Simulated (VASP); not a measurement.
# As (R-3m) in VASP: a series of runs, part 2 of 2

VASP 6.6.1. Earlier steps stand in the parts before.

## 4. Single point, PBE (22.65 Å³/atom)

This run uses another cell than the first one, of 22.65 Å³/atom.

The input, INCAR:

```
PREC = Accurate ; ENCUT = 520
EDIFF = 1E-6 ; ISMEAR = -1
SIGMA = 0.1 ; LREAL = False
LASPH = True ; NELM = 100
ALGO = Normal ; ISIF = 2
LWAVE = False ; LCHARG = True
GGA = PE ; LELF = True
LVHAR = True ; NBANDS = 12
```

The input, KPOINTS:

```
regular mesh
0
Gamma
  16 16 16
```

The input, POSCAR:

```
As
1.0
    1.9036109523      1.0990502958      3.6081612956
   -1.9036109523      1.0990502958      3.6081612956
    0.0000000000     -2.1981005915      3.6081612956
As
2
Direct
    0.7737100447      0.7737100447      0.7737100447
    0.2262899553      0.2262899553      0.2262899553
```

Potentials or basis: VASP PAW PBE potentials, release 64 (As).

On the command line:

```console
$ cat potpaw_PBE.64/As/POTCAR > POTCAR
$ mpirun -np 1 vasp_std > vasp.out
```

OUTCAR:

```text
PREC = Accurate
   ENCUT = 520
   EDIFF = 1E-6
   ISMEAR = -1
   LREAL = False
   LASPH = True
   NELM = 100
   ISIF = 2
   GGA = PE

 ion  position               nearest neighbor table
   1  0.774  0.774  0.774-   2 2.55   2 2.55   2 2.55
   2  0.226  0.226  0.226-   1 2.55   1 2.55   1 2.55

  LATTYP: Found a trigonal (rhomboedric) cell.
 ALAT       =     4.2249821474
 COS(alpha) =     0.5939900948

  Lattice vectors:

 A1 = (   1.9036109523,   1.0990502958,   3.6081612956)
 A2 = (  -1.9036109523,   1.0990502958,   3.6081612956)
 A3 = (   0.0000000000,  -2.1981005915,   3.6081612956)

Analysis of symmetry for initial positions (statically):
=====================================================================
 Subroutine PRICEL returns:
 Original cell was already a primitive cell.

 Routine SETGRP: Setting up the symmetry group for a
 trigonal (rhombohedral) supercell.

 Subroutine GETGRP returns: Found 12 space group operations
 (whereof 12 operations were pure point group operations)
 out of a pool of 12 trial point group operations.

[... 174 lines left out ...]
      3       2.4846      2.00000
      4       3.0516      2.00000
      5       3.0516      2.00000
      6       6.5386      0.00000
      7       7.7366      0.00000
      8       7.7366      0.00000
      9      11.8814      0.00000
     10      11.8814      0.00000
     11      12.2463      0.00000
     12      13.6568      0.00000
[... 331 lines left out ...]
 k-point    24 :      -0.0625    0.0625    0.0000
  band No.  band energies     occupation
      1      -9.5702      2.00000
      2      -1.5516      2.00000
      3       2.5115      2.00000
      4       2.8930      2.00000
      5       2.9228      2.00000
      6       6.8626      0.00000
      7       7.2675      0.00000
      8       7.7919      0.00000
      9      10.9774      0.00000
     10      11.4286      0.00000
     11      12.1700      0.00000
     12      13.8512      0.00000

 [... further k-points ...]

------------------------ aborting loop because EDIFF is reached ----------------------------------------

  FORCE on cell =-STRESS in cart. coord.  units (eV):
  Direction    XX          YY          ZZ          XY          YZ          ZX
  --------------------------------------------------------------------------------------
  -------------------------------------------------------------------------------------
  Total        0.0901190      0.0901190      0.0838293     -0.0000000      0.0000000      0.0000000
  in kB        3.1878210      3.1878210      2.9653328     -0.0000000      0.0000000      0.0000000
  external PRESSURE =       3.1136583 kB  Pullay stress =       0.0000000 kB

 VOLUME and BASIS-vectors are now :
 -----------------------------------------------------------------------------
  energy-cutoff  :      520.00
  volume of cell :       45.29
      direct lattice vectors                 reciprocal lattice vectors
     1.903610952  1.099050296  3.608161296     0.262658712  0.151646078  0.092383158
    -1.903610952  1.099050296  3.608161296    -0.262658712  0.151646078  0.092383158
     0.000000000 -2.198100591  3.608161296     0.000000000 -0.303292156  0.092383158

 POSITION                                       TOTAL-FORCE (eV/Angst)
 -----------------------------------------------------------------------------------
      0.00000      0.00000      8.37501         0.000000     -0.000000     -0.034458
      0.00000      0.00000      2.44947         0.000000      0.000000      0.034458
 -----------------------------------------------------------------------------------
    total drift:                                0.000000     -0.000000      0.000000

  FREE ENERGIE OF THE ION-ELECTRON SYSTEM (eV)
  ---------------------------------------------------
  free  energy   TOTEN  =        -9.3456517478 eV

  energy  without entropy=       -9.3368138216  energy(sigma->0) =       -9.34123278
```

OSZICAR:

```text
N       E                     dE             d eps       ncg     rms          rms(c)
DAV:   1     0.287265564693E+02    0.28727E+02   -0.41581E+03 10024   0.690E+02
DAV:   2    -0.770880944131E+01   -0.36435E+02   -0.34874E+02 13592   0.108E+02
DAV:   3    -0.935029735485E+01   -0.16415E+01   -0.16324E+01 12696   0.238E+01
DAV:   4    -0.935904071531E+01   -0.87434E-02   -0.87426E-02 11340   0.197E+00
DAV:   5    -0.935906466453E+01   -0.23949E-04   -0.23949E-04 12636   0.112E-01    0.314E+00
DAV:   6    -0.935012818815E+01    0.89365E-02   -0.50102E-03 11432   0.442E-01    0.189E+00
DAV:   7    -0.934546529462E+01    0.46629E-02   -0.11464E-02 11648   0.684E-01    0.896E-02
DAV:   8    -0.934559800043E+01   -0.13271E-03   -0.42385E-04 12140   0.121E-01    0.334E-02
DAV:   9    -0.934565197952E+01   -0.53979E-04   -0.69016E-05 11764   0.526E-02    0.124E-02
DAV:  10    -0.934565174777E+01    0.23175E-06   -0.47372E-06 12108   0.122E-02
   1 F= -.93456517E+01 E0= -.93412328E+01  d E =-.883793E-02
```

stdout:

```text
POSCAR found type information on POSCAR As
 POSCAR found :  1 types and       2 ions
 scaLAPACK will be used
 LDA part: xc-table for (Slater+PW92), standard interpolation
 POSCAR, INCAR and KPOINTS ok, starting setup
 FFT: planning ... GRIDC
 FFT: planning ... GRID_SOFT
 FFT: planning ... GRID
 WAVECAR not read
 entering main loop
```

Run time: 1.7 min. Hardware: 1 thread of Intel Xeon Platinum 8259CL at 2.50GHz (Skylake/Cascade Lake), shared host; peak memory 0.32 GiB.

Results:

* Free energy: -9.3457 eV
* Pressure: 0.3 GPa
* Largest force: 0.034 eV/Å
* Band gap on the k mesh: zero (bands 5 and 6 overlap by 0.53 eV)

Forces in eV/Å, atoms in the order of the input:
```
As   0.000  0.000 -0.034
As   0.000  0.000  0.034
```

Levels at points of the mesh, in eV from the Fermi level:
| k point | band 1 | band 2 | band 3 | band 4 | band 5 | band 6 | band 7 | band 8 | band 9 | band 10 |
| --- | --- | --- | --- | --- | --- | --- | --- | --- | --- | --- |
| (0.00, 0.00, 0.00) | -14.73 | -6.19 | -2.54 | -1.97 | -1.97 | 1.52 | 2.71 | 2.71 | 6.86 | 6.86 |
| (0.50, 0.00, 0.00) | -12.16 | -10.94 | -2.86 | -2.80 | -0.55 | -0.39 | 0.30 | 1.36 | 8.71 | 8.71 |
| (0.50, 0.50, 0.00) | -12.15 | -9.72 | -5.79 | -4.08 | -3.95 | 1.51 | 5.03 | 6.54 | 6.68 | 10.34 |
| (0.50, 0.50, 0.50) | -13.59 | -9.86 | -1.72 | -1.72 | -0.72 | 0.79 | 0.79 | 1.62 | 7.80 | 10.13 |
